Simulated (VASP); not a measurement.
Mg3ZrN2: single point with PBE

Crystal: Mg3ZrN2.

```
CELL_PARAMETERS angstrom
-2.21955 2.21955 4.50670
2.21955 -2.21955 4.50670
2.21955 2.21955 -4.50670
ATOMIC_POSITIONS crystal
Mg 0.75000 0.25000 0.50000
Mg 0.25000 0.75000 0.50000
Mg 0.50000 0.50000 0.00000
Zr 0.00000 0.00000 0.00000
N 0.50000 0.00000 0.50000
N 0.00000 0.50000 0.50000
```

```
Program             : VASP 6.6.1
Task                : single point
Functional          : PBE
Potentials or basis : VASP PAW PBE potentials, release 64 (Mg, Zr_sv, N)
Cutoff              : 520 eV
k mesh              : 6 × 6 × 6
Occupations         : gaussian, width 0.1 eV
Spin                : collinear spin, ferromagnetic start
Starting moments    : [0.0, 0.0, 0.0, 1.0, 0.0, 0.0] μB
```

```
Pressure                                              : -0.1 GPa
Band gap on the k mesh                                : zero (filled and empty bands overlap)
Net moment                                            : 0.00 μB per cell
Valence electrons inside the program's atomic spheres : Mg 0.37, 0.36; Zr 9.76; N 3.69
```

Stress tensor (GPa, compression positive):
```
-0.20  0.00  0.00
 0.00 -0.20  0.00
 0.00  0.00  0.06
```

Levels at points of the mesh, in eV from the Fermi level:
Spin up:
```csv
k point,band 12,band 13,band 14,band 15,band 16,band 17
"(0.00, 0.00, 0.00)",-1.39,-1.39,-0.63,-0.63,0.66,2.65
"(0.50, 0.00, 0.00)",-2.04,-1.68,-0.41,0.32,2.69,3.33
"(0.50, 0.50, 0.00)",-1.57,-1.38,-1.33,0.21,2.40,3.30
"(0.50, 0.50, 0.50)",-1.39,0.04,0.04,0.63,0.63,0.83
```
Spin down:
| k point | band 10 | band 11 | band 12 | band 13 | band 14 | band 15 | band 16 | band 17 | band 18 | band 19 |
| --- | --- | --- | --- | --- | --- | --- | --- | --- | --- | --- |
| (0.00, 0.00, 0.00) | -3.63 | -3.20 | -1.39 | -1.39 | -0.63 | -0.63 | 0.66 | 2.65 | 2.88 | 4.82 |
| (0.50, 0.00, 0.00) | -4.13 | -3.80 | -2.04 | -1.68 | -0.41 | 0.32 | 2.69 | 3.33 | 3.56 | 3.68 |
| (0.50, 0.50, 0.00) | -4.40 | -4.11 | -1.57 | -1.38 | -1.33 | 0.21 | 2.40 | 3.30 | 3.56 | 3.98 |
| (0.50, 0.50, 0.50) | -2.69 | -1.39 | -1.39 | 0.04 | 0.04 | 0.63 | 0.63 | 0.83 | 1.17 | 3.18 |

It took 2.4 min on 1 thread of AMD EPYC 9R45 96-Core Processor (Zen 5), with other jobs on the host, peak memory 0.35 GiB.
